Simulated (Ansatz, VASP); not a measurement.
**BiTe in VASP and in Ansatz**

The input INCAR:

```
SYSTEM = BiTe
PREC     = Accurate       ! precision mode
ENCUT    = 520            ! plane-wave cutoff, eV
EDIFF    = 1E-6           ! SCF threshold, eV
ISMEAR   = 0              ! smearing method
SIGMA    = 0.15           ! smearing width, eV
LREAL    = .FALSE.        ! projectors in reciprocal space
LASPH    = .TRUE.         ! aspherical terms in the spheres
NELM     = 100            ! most SCF steps
ALGO     = Normal         ! electronic algorithm
ISIF     = 2              ! what is computed and relaxed
LWAVE    = .FALSE.        ! write WAVECAR
LCHARG   = .FALSE.        ! write CHGCAR
GGA      = PE             ! functional
NBANDS   = 18             ! bands
```

Contents of KPOINTS:

```
Automatic mesh
0
G
  12 12 12
  0 0 0
```

Contents of POSCAR:

```
BiTe
1.0
    2.3500265396      1.3567884553      3.3670513338
   -2.3500265396      1.3567884553      3.3670513338
    0.0000000000     -2.7135769105      3.3670513338
Bi Te
1 1
Direct
    0.5000000000      0.5000000000      0.5000000000
    0.0000000000      0.0000000000      0.0000000000
```

Input for Ansatz:

```yaml
crystal:
  lattice:
    - [2.3500265396, 1.3567884553, 3.3670513338]
    - [-2.3500265396, 1.3567884553, 3.3670513338]
    - [0.0, -2.7135769105, 3.3670513338]
  atoms:
    - { symbol: Bi, position: [0.5, 0.5, 0.5] }
    - { symbol: Te, position: [0.0, 0.0, 0.0] }
basis:
  ecutwfc: 420
kpoints:
  mp_grid: { grid: [12, 12, 12] }
hamiltonian:
  xc: pbe
scf:
  occupations: { method: gaussian, width: 0.15 }
output:
  forces: true
  stress: true
  eigenvalues: true
```

Change from the starting cell: strain -0.030 along x and y, +0.015 along z, atoms carried along.

Alike in both runs: task single point; functional PBE; k mesh 12 × 12 × 12; occupations gaussian, width 0.15 eV; no spin polarisation.

```csv
,VASP,Ansatz
version,VASP 6.6.1,Ansatz 0.2.0
potentials or method,"VASP PAW PBE potentials, release 64 (Bi_d, Te), cutoff 520 eV","scalar-relativistic, plane waves, PAW"
valence electrons in the cell,21,31
```

|  | VASP | Ansatz | Ansatz less VASP |
| --- | --- | --- | --- |
| gap on the k mesh at the Fermi level (eV) | none | none | - |
| pressure (GPa) | 2.9 | 2.9 | +0.05 |
| traceless stress, the component that is largest in VASP (GPa) | -0.73 | -0.73 | -0.001 |

A gap of «none» marks a metal or a gap that the smearing closes. The functional is the same, so the differences come from potentials, cutoffs and numerics. VASP's potentials hold 21 valence electrons a cell and Ansatz's 31, so a difference there can come from the potentials and not from the codes.

Spin-orbit coupling is off throughout.
